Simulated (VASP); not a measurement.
## InSe: single point with PBEsol

The system is InSe.

```xyz
4
Lattice="2.0091 1.1599 8.6425 -2.0091 1.1599 8.6425 0.0000 -2.3199 8.6425" Properties=species:S:1:pos:R:3 pbc="T T T"
In    0.0000    0.0000    0.0522
In    0.0000    0.0000    2.8344
Se    0.0000    0.0000   16.0625
Se    0.0000    0.0000   21.3942
```

| Property | Result |
| --- | --- |
| Program | VASP 6.6.1 |
| Task | single point |
| Functional | PBEsol |
| Potentials or basis | VASP PAW PBE potentials, release 64 (In_d, Se) |
| Cutoff | 520 eV |
| k mesh | 12 × 12 × 12 |
| Occupations | gaussian, width 0.02 eV |
| Spin | no spin polarisation |
| Dipole correction | no |
| Further INCAR settings | ALGO = Normal; EDIFF = 1e-06; NBANDS = 27 |

The pressure is -0.3 GPa and the largest force is 0.020 eV/Å. The band gap on the k mesh is 0.48 eV.

Forces in eV/Å, atoms in the order of the input:
```
In   0.000  0.000  0.020
In   0.000  0.000 -0.020
Se   0.000  0.000 -0.020
Se   0.000  0.000  0.019
```

Levels at points of the mesh, in eV from the valence-band top:
```tsv
k point	band 16	band 17	band 18	band 19	band 20	band 21	band 22	band 23
(0.00, 0.00, 0.00)	-1.14	-1.14	-1.11	-1.11	1.57	2.07	4.39	4.39
(0.50, 0.00, 0.00)	-2.20	-2.15	-2.15	-1.61	1.30	1.95	3.68	3.96
(0.50, 0.50, 0.00)	-2.44	-2.32	-1.95	-1.46	1.31	1.94	3.36	3.70
(0.50, 0.50, 0.50)	-1.22	-1.03	-1.03	0.00	0.48	2.13	4.33	4.33
```

Run time: 86 min on 1 thread of Intel Xeon 8259CL, on a shared host, peak memory 1 GiB.

Caveat: the PAW data sets were made with another functional, which shifts forces and pressure a little; spin-orbit coupling is left out, which moves the levels of the heavy elements. A k mesh can miss the band edges.
